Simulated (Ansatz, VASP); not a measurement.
WC in VASP and in Ansatz

File INCAR:

```
  PREC = Accurate
  ENCUT = 520
  EDIFF = 1E-6
  ISMEAR = 0
  SIGMA = 0.15
  LREAL = False
  LASPH = True
  NELM = 80
  ALGO = Normal
  ISIF = 2
  LWAVE = False
  LCHARG = False
  GGA = PE
  NBANDS = 16
```

KPOINTS

```
regular mesh
0
Gamma
  18 18 16
```

The input POSCAR:

```
WC
1.0
    3.1325415509      0.0000000000      0.0000000000
   -1.5662707754      2.7128605615      0.0000000000
    0.0000000000      0.0000000000      2.7158400000
W C
1 1
Direct
    0.0000000000      0.0000000000      0.0000000000
    0.6666666667      0.3333333333      0.5000000000
```

Input for Ansatz:

```yaml
crystal:
  lattice:
    - [3.1325415509, 0.0, 0.0]
    - [-1.5662707754, 2.7128605615, 0.0]
    - [0.0, 0.0, 2.71584]
  atoms:
    - { symbol: W, position: [0.0, 0.0, 0.0] }
    - { symbol: C, position: [0.6666666667, 0.3333333333, 0.5] }
basis:
  ecutwfc: 420
kpoints:
  mp_grid: { grid: [18, 18, 16] }
hamiltonian:
  xc: pbe
scf:
  occupations: { method: gaussian, width: 0.15 }
output:
  forces: true
  stress: true
  eigenvalues: true
```

Change from the starting cell: strain +0.080 along x and y, -0.040 along z, atoms carried along.

Alike in both runs: task single point; functional PBE; k mesh 18 × 18 × 16; occupations gaussian, width 0.15 eV; no spin polarisation.

|  | VASP | Ansatz |
| --- | --- | --- |
| version | VASP 6.6.1 | Ansatz 0.2.0 |
| potentials or method | VASP PAW PBE potentials, release 64 (W_sv, C), cutoff 520 eV | scalar-relativistic, plane waves, PAW |
| valence electrons in the cell | 18 | 18 |

VASP gave:

```
gap on the k mesh at the Fermi level (eV)                     : none
pressure (GPa)                                                : -20.9
traceless stress, the component that is largest in VASP (GPa) : 43.15
```

**Question.** What did Ansatz give for the same quantities?

**Answer.** gap on the k mesh at the Fermi level (eV): none; pressure (GPa): -21.6; traceless stress, the component that is largest in VASP (GPa): 42.89.

A gap of «none» marks a metal or a gap that the smearing closes. With one functional, cell and mesh, what is left measures potentials, basis and numerics.

Spin-orbit coupling is off throughout.
